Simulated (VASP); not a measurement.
# C (Fd-3m) in VASP: a series of runs

The runs below take C through single point, relaxation of cell and atoms, with PBE.

Everything below comes from runs of VASP 6.6.1. Logs are shortened: lines on timing, memory, paths and dates and some standing lists are left out, and cuts for length are marked.

## 1. The cell of the first run

Symmetry: Fd-3m, No. 227, cubic system. The conventional cell has a = 7.519 Å, b = 7.519 Å, c = 7.519 Å, α = 90.00°, β = 90.00°, γ = 90.00°. Within 1.9 Å of C (site symmetry 3m) lie 4 C at 1.42 to 1.50 Å.

## 2. Single point, PBE

INCAR reads:

```
SYSTEM = C
PREC = Accurate
ENCUT = 520
EDIFF = 1E-6
ISMEAR = 0
SIGMA = 0.1
LREAL = .False.
LASPH = .True.
NELM = 80
ALGO = Normal
ISIF = 2
LWAVE = .False.
LCHARG = .True.
GGA = PE
LELF = .True.
LVHAR = .True.
NBANDS = 26
```

KPOINTS reads:

```
regular mesh
0
Gamma
  4 4 4
  0 0 0
```

POSCAR reads:

```
C
1.0
    0.0000000000      3.7594569230      3.7594569230
    3.7594569230      0.0000000000      3.7594569230
    3.7594569230      3.7594569230      0.0000000000
C
8
Direct
    0.7884608022      0.0705130659      0.0705130659
    0.1794869341      0.1794869341      0.1794869341
    0.1794869341      0.1794869341      0.4615391978
    0.1794869341      0.4615391978      0.1794869341
    0.0705130659      0.7884608022      0.0705130659
    0.0705130659      0.0705130659      0.0705130659
    0.0705130659      0.0705130659      0.7884608022
    0.4615391978      0.1794869341      0.1794869341
```

Potentials or basis: VASP PAW PBE potentials, release 64 (C).

Launch:

```
cat potpaw_PBE.64/C/POTCAR > POTCAR
mpirun -np 1 vasp_std > vasp.out
```

OUTCAR:

```text
SYSTEM = C
   PREC = Accurate
   ENCUT = 520
   EDIFF = 1E-6
   ISMEAR = 0
   LREAL = .False.
   LASPH = .True.
   NELM = 80
   ISIF = 2
   GGA = PE

 ion  position               nearest neighbor table
   1  0.788  0.071  0.071-   8 1.42   6 1.50   7 1.50   5 1.50
   2  0.179  0.179  0.179-   6 1.42   4 1.50   3 1.50   8 1.50
   3  0.179  0.179  0.462-   7 1.42   4 1.50   2 1.50   8 1.50
   4  0.179  0.462  0.179-   5 1.42   3 1.50   2 1.50   8 1.50
   5  0.071  0.788  0.071-   4 1.42   1 1.50   6 1.50   7 1.50
   6  0.071  0.071  0.071-   2 1.42   1 1.50   5 1.50   7 1.50
   7  0.071  0.071  0.788-   3 1.42   1 1.50   5 1.50   6 1.50
   8  0.462  0.179  0.179-   1 1.42   2 1.50   3 1.50   4 1.50

  LATTYP: Found a face centered cubic cell.
 ALAT       =     7.5189138460

  Lattice vectors:

 A1 = (   0.0000000000,   3.7594569230,   3.7594569230)
 A2 = (   3.7594569230,   0.0000000000,   3.7594569230)
 A3 = (   3.7594569230,   3.7594569230,   0.0000000000)

Analysis of symmetry for initial positions (statically):
=====================================================================
 Subroutine PRICEL returns:
 Original cell was already a primitive cell.

 Routine SETGRP: Setting up the symmetry group for a
 face centered cubic supercell.

 Subroutine GETGRP returns: Found 48 space group operations
 (whereof 24 operations were pure point group operations)
 out of a pool of 48 trial point group operations.

The static configuration has the point symmetry T_d .
 The point group associated with its full space group is O_h .

Analysis of symmetry for dynamics (positions and initial velocities):
=====================================================================
 Subroutine PRICEL returns:
 Original cell was already a primitive cell.

 Routine SETGRP: Setting up the symmetry group for a
 face centered cubic supercell.

 Subroutine GETGRP returns: Found 48 space group operations
 (whereof 24 operations were pure point group operations)
 out of a pool of 48 trial point group operations.

The dynamic configuration has the point symmetry T_d .
 The point group associated with its full space group is O_h .

 Subroutine INISYM returns: Found 48 space group operations
 (whereof 24 operations are pure point group operations),
 and found     1 'primitive' translations

----------------------------------------------------------------------------------------

                                     Primitive cell

  volume of cell :     106.2687

  direct lattice vectors                    reciprocal lattice vectors
     0.000000000  3.759456923  3.759456923    -0.132997933  0.132997933  0.132997933
     3.759456923  0.000000000  3.759456923     0.132997933 -0.132997933  0.132997933
     3.759456923  3.759456923  0.000000000     0.132997933  0.132997933 -0.132997933

  length of vectors
     5.316674968  5.316674968  5.316674968     0.230359177  0.230359177  0.230359177

  position of ions in fractional coordinates (direct lattice)
     0.788460802  0.070513066  0.070513066
     0.179486934  0.179486934  0.179486934
     0.179486934  0.179486934  0.461539198
     0.179486934  0.461539198  0.179486934
     0.070513066  0.788460802  0.070513066
     0.070513066  0.070513066  0.070513066
     0.070513066  0.070513066  0.788460802
     0.461539198  0.179486934  0.179486934

  ion indices of the primitive-cell ions
   primitive index   ion index
                 1           1
                 2           2
                 3           3
                 4           4
                 5           5
                 6           6
                 7           7
                 8           8

----------------------------------------------------------------------------------------

 KPOINTS: regular mesh

Automatic generation of k-mesh.
 Grid dimensions read from file:
 generate k-points for:    4    4    4

 Generating k-lattice:

  Cartesian coordinates                     Fractional coordinates (reciprocal lattice)
    -0.033249483  0.033249483  0.033249483     0.250000000  0.000000000  0.000000000
     0.033249483 -0.033249483  0.033249483     0.000000000  0.250000000  0.000000000
     0.033249483  0.033249483 -0.033249483     0.000000000  0.000000000  0.250000000

  Length of vectors
     0.057589794  0.057589794  0.057589794

  Shift w.r.t. Gamma in fractional coordinates (k-lattice)
     0.000000000  0.000000000  0.000000000

 Subroutine IBZKPT returns following result:
 ===========================================

 Found      8 irreducible k-points:

 Following reciprocal coordinates:
            Coordinates               Weight
  0.000000  0.000000  0.000000      1.000000
  0.250000  0.000000  0.000000      8.000000
  0.500000  0.000000  0.000000      4.000000
  0.250000  0.250000  0.000000      6.000000
  0.500000  0.250000  0.000000     24.000000
 -0.250000  0.250000  0.000000     12.000000
  0.500000  0.500000  0.000000      3.000000
[... 35 lines left out ...]
   EFERMI_NEDOS =   21; number of points for ismear=-14 and -15
   IALGO  =     38    algorithm
   IMIX   =      4    mixing-type and parameters
     AMIX     =   0.40;   BMIX     =  1.00
     AMIX_MAG =   1.60;   BMIX_MAG =  1.00
  volume/ion in A,a.u.               =      13.28        89.64
  Fermi-wavevector in a.u.,A,eV,Ry     =   1.097294  2.073585 16.382154  1.204054
  Thomas-Fermi vector in A             =   2.233652
   LORBIT       =      0    0 simple, 1 ext, 2 COOP (PROOUT), +10 PAW based schemes
   GGA     = PE    functional components
   LHFCALC =     F    Hartree Fock is set to
   AEXX    =    0.0000 exact exchange contribution
   IVDW    =     0    specifies the selected vdW correction
   LEPSILON=     F    determine dielectric tensor
   LRPA    =     F    only Hartree local field effects (RPA)
 non-spin polarized calculation
 Gauss-broadening in eV      SIGMA  =   0.10
  energy-cutoff  :      520.00
  volume of cell :      106.27
 maximum number of plane-waves:      2884
   NGX = 19   NGY = 19   NGZ = 19

 number of electron      32.0000002 magnetization

 Free energy of the ion-electron system (eV)
  ---------------------------------------------------
  ext. energy  EPLUGINS =         0.00000000
  ---------------------------------------------------
  free energy    TOTEN  =       -63.35253330 eV

  energy without entropy =      -63.35253330  energy(sigma->0) =      -63.35253330

 E-fermi :   3.1990     XC(G=0):  -7.7399

 val. band max:        2.7698639662   @ k =   0.0000   0.0000   0.0000
 cond. band min:       5.0536554642   @ k =   0.0000   0.0000   0.0000
 fundamental gap:      2.2837914980
 Fermi energy:         3.1990223527

 k-point     1 :       0.0000    0.0000    0.0000
  band No.  band energies     occupation
      1     -20.0779      2.00000
      2     -19.1873      2.00000
      3     -11.6088      2.00000
      4     -11.6088      2.00000
      5     -11.6088      2.00000
      6      -9.9413      2.00000
[... 18 lines left out ...]
     25       9.6290      0.00000
     26       9.6290      0.00000

 k-point     2 :       0.2500    0.0000    0.0000
  band No.  band energies     occupation
      1     -19.9916      2.00000
      2     -19.2894      2.00000
      3     -11.6734      2.00000
      4     -11.6734      2.00000
      5     -11.5880      2.00000
      6     -10.2135      2.00000
[... 18 lines left out ...]
     25       9.7556      0.00000
     26      10.3373      0.00000

 k-point     3 :       0.5000    0.0000    0.0000
  band No.  band energies     occupation
      1     -19.8691      2.00000
      2     -19.4277      2.00000
      3     -11.7337      2.00000
      4     -11.7337      2.00000
      5     -11.5713      2.00000
      6     -10.4083      2.00000
[... 108 lines left out ...]
 k-point     7 :       0.5000    0.5000    0.0000
  band No.  band energies     occupation
      1     -19.6535      2.00000
      2     -19.6535      2.00000
      3     -11.8676      2.00000
      4     -11.8676      2.00000
      5     -10.9770      2.00000
      6     -10.9770      2.00000
[... 18 lines left out ...]
     25      10.5165      0.00000
     26      10.6885      0.00000

 k-point     8 :      -0.2500    0.5000    0.2500
  band No.  band energies     occupation
      1     -19.6534      2.00000
      2     -19.6534      2.00000
      3     -11.8766      2.00000
      4     -11.8766      2.00000
      5     -10.9627      2.00000
      6     -10.9627      2.00000
[... 18 lines left out ...]
     25      11.1907      0.00000
     26      11.2878      0.00000

------------------------ aborting loop because EDIFF is reached ----------------------------------------

  FORCE on cell =-STRESS in cart. coord.  units (eV):
  Direction    XX          YY          ZZ          XY          YZ          ZX
  --------------------------------------------------------------------------------------
  -------------------------------------------------------------------------------------
  Total       -0.0353693     -0.0353693     -0.0353693      0.0000000     -0.0000000      0.0000000
  in kB       -0.5332515     -0.5332515     -0.5332515      0.0000000     -0.0000000      0.0000000
  external PRESSURE =      -0.5332515 kB  Pullay stress =       0.0000000 kB

 VOLUME and BASIS-vectors are now :
 -----------------------------------------------------------------------------
  energy-cutoff  :      520.00
  volume of cell :      106.27
      direct lattice vectors                 reciprocal lattice vectors
     0.000000000  3.759456923  3.759456923    -0.132997933  0.132997933  0.132997933
     3.759456923  0.000000000  3.759456923     0.132997933 -0.132997933  0.132997933
     3.759456923  3.759456923  0.000000000     0.132997933  0.132997933 -0.132997933

 POSITION                                       TOTAL-FORCE (eV/Angst)
 -----------------------------------------------------------------------------------
      0.53018      3.22928      3.22928         0.078306     -0.078306     -0.078306
      1.34955      1.34955      1.34955        -0.078306     -0.078306     -0.078306
      2.40991      2.40991      1.34955         0.078306      0.078306     -0.078306
      2.40991      1.34955      2.40991         0.078306     -0.078306      0.078306
      3.22928      0.53018      3.22928        -0.078306      0.078306     -0.078306
      0.53018      0.53018      0.53018         0.078306      0.078306      0.078306
      3.22928      3.22928      0.53018        -0.078306     -0.078306      0.078306
      1.34955      2.40991      2.40991        -0.078306      0.078306      0.078306
 -----------------------------------------------------------------------------------
    total drift:                               -0.000000     -0.000000     -0.000000

  FREE ENERGIE OF THE ION-ELECTRON SYSTEM (eV)
  ---------------------------------------------------
  free  energy   TOTEN  =       -63.3525332974 eV

  energy  without entropy=      -63.3525332974  energy(sigma->0) =      -63.35253330
```

Run time: 18 s. Hardware: 1 thread of Intel Xeon 6975P-C (Granite Rapids), shared host; peak memory 0.22 GiB.

What came out:

* Free energy: -63.3525 eV
* Pressure: -0.1 GPa
* Largest force: 0.136 eV/Å
* Band gap on the k mesh: 2.28 eV, direct

Forces in eV/Å, atoms in the order of the input:
```
C    0.078 -0.078 -0.078
C   -0.078 -0.078 -0.078
C    0.078  0.078 -0.078
C    0.078 -0.078  0.078
C   -0.078  0.078 -0.078
C    0.078  0.078  0.078
C   -0.078 -0.078  0.078
C   -0.078  0.078  0.078
```

Levels at points of the mesh, in eV from the valence-band top:
| k point | band 13 | band 14 | band 15 | band 16 | band 17 | band 18 | band 19 | band 20 |
| --- | --- | --- | --- | --- | --- | --- | --- | --- |
| (0.00, 0.00, 0.00) | -5.69 | -5.69 | 0.00 | 0.00 | 2.28 | 2.28 | 2.28 | 2.49 |
| (0.50, 0.00, 0.00) | -4.68 | -4.68 | -1.76 | -1.76 | 2.31 | 2.98 | 3.90 | 3.90 |
| (0.50, 0.50, 0.00) | -3.93 | -3.93 | -2.86 | -2.86 | 3.25 | 3.25 | 4.36 | 4.36 |

A k mesh can miss the band edges. A hybrid or GW would open this gap; PBE tends to underestimate it.

## 3. Relaxation of cell and atoms, PBE

This run uses another cell than the first one, of 16.17 Å³/atom, 1.217 times its volume.

INCAR reads:

```
PREC     = Accurate       # precision mode
ENCUT    = 600            # plane-wave cutoff, eV
EDIFF    = 1E-6           # SCF threshold, eV
ISMEAR   = 0              # smearing method
SIGMA    = 0.1            # smearing width, eV
LREAL    = False          # projectors in reciprocal space
LASPH    = True           # aspherical terms in the spheres
NELM     = 100            # most SCF steps
ALGO     = Normal         # electronic algorithm
ISIF     = 3              # what is computed and relaxed
LWAVE    = False          # write WAVECAR
LCHARG   = False          # write CHGCAR
GGA      = PE             # functional
IBRION   = 2              # ionic algorithm
NSW      = 90             # ionic steps
EDIFFG   = -0.04          # ionic threshold
```

KPOINTS reads:

```
regular mesh
0
Gamma
  4 4 4
```

POSCAR reads:

```
C
1.0
    0.0000000000      4.0143026400      4.0143026400
    4.0143026400      0.0000000000      4.0143026400
    4.0143026400      4.0143026400      0.0000000000
C
8
Direct
    0.8062530200      0.0645823300      0.0645823300
    0.1854176700      0.1854176700      0.1854176700
    0.1854176700      0.1854176700      0.4437469800
    0.1854176700      0.4437469800      0.1854176700
    0.0645823300      0.8062530200      0.0645823300
    0.0645823300      0.0645823300      0.0645823300
    0.0645823300      0.0645823300      0.8062530200
    0.4437469800      0.1854176700      0.1854176700
```

Potentials or basis: VASP PAW PBE potentials, release 64 (C).

Launch:

```
cat potpaw_PBE.64/C/POTCAR > POTCAR
mpirun -np 1 vasp_std > vasp.out
```

It took 2.4 min on 1 thread of Intel Xeon 6975P-C (Granite Rapids), shared host; peak memory 0.3 GiB.

The run converged. Its results:

```yaml
Free_energy: -63.4157 eV
Relaxed_volume: 13.23 Å³/atom
Relaxed_cell: a = 5.309 Å, b = 5.309 Å, c = 5.309 Å, α = 60.00°, β = 60.00°, γ = 60.00°
Space_group_after_relaxing_to_0.05_Å: Fd-3m (No. 227)
Energy_gained_by_relaxing: 429.0 meV/atom
Ionic_steps: 11
Pressure_after_relaxing: 0.2 GPa
Largest_force_after_relaxing: 0.004 eV/Å
Band_gap_on_the_k_mesh: 2.25 eV, direct
```

Forces on the atoms (eV/Å):
```
C    0.002 -0.002 -0.002
C   -0.002 -0.002 -0.002
C    0.002  0.002 -0.002
C    0.002 -0.002  0.002
C   -0.002  0.002 -0.002
C    0.002  0.002  0.002
C   -0.002 -0.002  0.002
C   -0.002  0.002  0.002
```

Step by step:
```
step  energy change (eV)  largest force (eV/Å)  pressure (GPa)  volume (Å³)
   1              0.0000                6.3285           -9.93       129.38
   2             24.0096               44.6587           68.18       111.50
   3             -1.1972                4.0764          -13.77       127.04
   4             -1.9097                1.8702          -16.92       125.58
   5             -2.2467                0.6837          -18.94       123.81
   6             -2.5288                3.2546           20.65        94.87
   7             -3.3682                1.4577           -2.16       106.83
   8             -2.1078                7.3722           11.85       104.10
   9             -3.4317                0.0064           -0.57       106.30
  10             -3.4317                0.0254           -0.53       106.29
  11             -3.4323                0.0036            0.16       105.83
```

Final structure:
```
C
1.0
     0.00000    3.75423    3.75423
     3.75423    0.00000    3.75423
     3.75423    3.75423    0.00000
C
8
Direct
  0.78824 0.07059 0.07059
  0.17941 0.17941 0.17941
  0.17941 0.17941 0.46176
  0.17941 0.46176 0.17941
  0.07059 0.78824 0.07059
  0.07059 0.07059 0.07059
  0.07059 0.07059 0.78824
  0.46176 0.17941 0.17941
```

Levels at points of the mesh, in eV from the valence-band top:
```tsv
k point	band 12	band 13	band 14	band 15	band 16	band 17	band 18	band 19	band 20	band 21
(0.00, 0.00, 0.00)	-5.88	-5.73	-5.73	0.00	0.00	2.25	2.25	2.25	2.47	4.88
(0.50, 0.00, 0.00)	-7.18	-4.72	-4.72	-1.78	-1.78	2.28	2.97	3.89	3.89	4.58
(0.50, 0.50, 0.00)	-7.81	-3.96	-3.96	-2.87	-2.87	3.23	3.23	4.35	4.35	5.56
```

Caveat: the volume moved by over 15 % at a fixed basis, so the end points are rough. A k mesh can miss the band edges.

## 4. Single point, PBE

INCAR reads:

```
SYSTEM = C
PREC = Accurate
ENCUT = 910
EDIFF = 1E-6
ISMEAR = 0
SIGMA = 0.1
LREAL = .False.
LASPH = .True.
NELM = 120
ALGO = Normal
ISIF = 2
LWAVE = .False.
LCHARG = .True.
GGA = PE
LELF = .True.
LVHAR = .True.
NBANDS = 26
GGA_COMPAT = .False.
```

KPOINTS reads:

```
regular mesh
0
Gamma
  4 4 4
  0 0 0
```

POSCAR reads:

```
C
1.0
    0.0000000000      3.7594569230      3.7594569230
    3.7594569230      0.0000000000      3.7594569230
    3.7594569230      3.7594569230      0.0000000000
C
8
Direct
    0.7884608022      0.0705130659      0.0705130659
    0.1794869341      0.1794869341      0.1794869341
    0.1794869341      0.1794869341      0.4615391978
    0.1794869341      0.4615391978      0.1794869341
    0.0705130659      0.7884608022      0.0705130659
    0.0705130659      0.0705130659      0.0705130659
    0.0705130659      0.0705130659      0.7884608022
    0.4615391978      0.1794869341      0.1794869341
```

Potentials or basis: VASP PAW PBE potentials, release 64 (C_h).

Launch:

```
cat potpaw_PBE.64/C_h/POTCAR > POTCAR
mpirun -np 1 vasp_std > vasp.out
```

It used 220 s of CPU time on 1 thread of AMD EPYC 7R13 Processor (Zen 3), with other jobs on the host.

Results (log left out):

- Free energy: -63.4771 eV
- Pressure: -0.6 GPa
- Largest force: 0.042 eV/Å
- Band gap on the k mesh: 2.28 eV, direct

Forces in eV/Å, atoms in the order of the input:
```
C    0.024 -0.024 -0.024
C   -0.024 -0.024 -0.024
C    0.024  0.024 -0.024
C    0.024 -0.024  0.024
C   -0.024  0.024 -0.024
C    0.024  0.024  0.024
C   -0.024 -0.024  0.024
C   -0.024  0.024  0.024
```

Levels at points of the mesh, in eV from the valence-band top:
```csv
k point,band 12,band 13,band 14,band 15,band 16,band 17,band 18,band 19,band 20,band 21
"(0.00, 0.00, 0.00)",-5.86,-5.69,-5.69,0.00,0.00,2.28,2.28,2.28,2.49,4.87
"(0.50, 0.00, 0.00)",-7.15,-4.69,-4.69,-1.77,-1.77,2.31,2.97,3.90,3.90,4.60
"(0.50, 0.50, 0.00)",-7.77,-3.93,-3.93,-2.86,-2.86,3.25,3.25,4.35,4.35,5.56
```

Caveat: the cutoff is under 1.25 times the usual one of these potentials, so pressure, stress and relaxed cells hold a basis-set (Pulay) error. As with any semilocal functional, this PBE gap is likely too small.

## 5. Overview

| task | potentials or basis | cell | cutoff (eV) | second run | gap on the mesh (eV) | pressure (GPa) | largest force (eV/Å) |
| --- | --- | --- | --- | --- | --- | --- | --- |
| single point | VASP PAW PBE potentials, release 64 (C) | a = 5.317 Å, angles 60.0°, 8 atoms | 520 | - | 2.28 | -0.1 | 0.14 |
| relaxation of cell and atoms | VASP PAW PBE potentials, release 64 (C) | relaxed from a = 5.677 Å, angles 60.0°, 8 atoms | 600 | - | 2.25 | 0.2 | - |
| single point | VASP PAW PBE potentials, release 64 (C_h) | a = 5.317 Å, angles 60.0°, 8 atoms | 910 | hard_potentials | 2.28 | -0.6 | 0.04 |

Alike in all rows: level PBE; no spin polarisation; k mesh 4 × 4 × 4; smearing gaussian 0.1 eV.

Caveats: the volume moved by over 15 % at a fixed basis, so the end points are rough (some runs); the cutoff is under 1.25 times the usual one of these potentials, so pressure, stress and relaxed cells hold a basis-set (Pulay) error (some runs).

Total energies depend on the potentials used, so only differences within one code and one set of settings carry meaning.
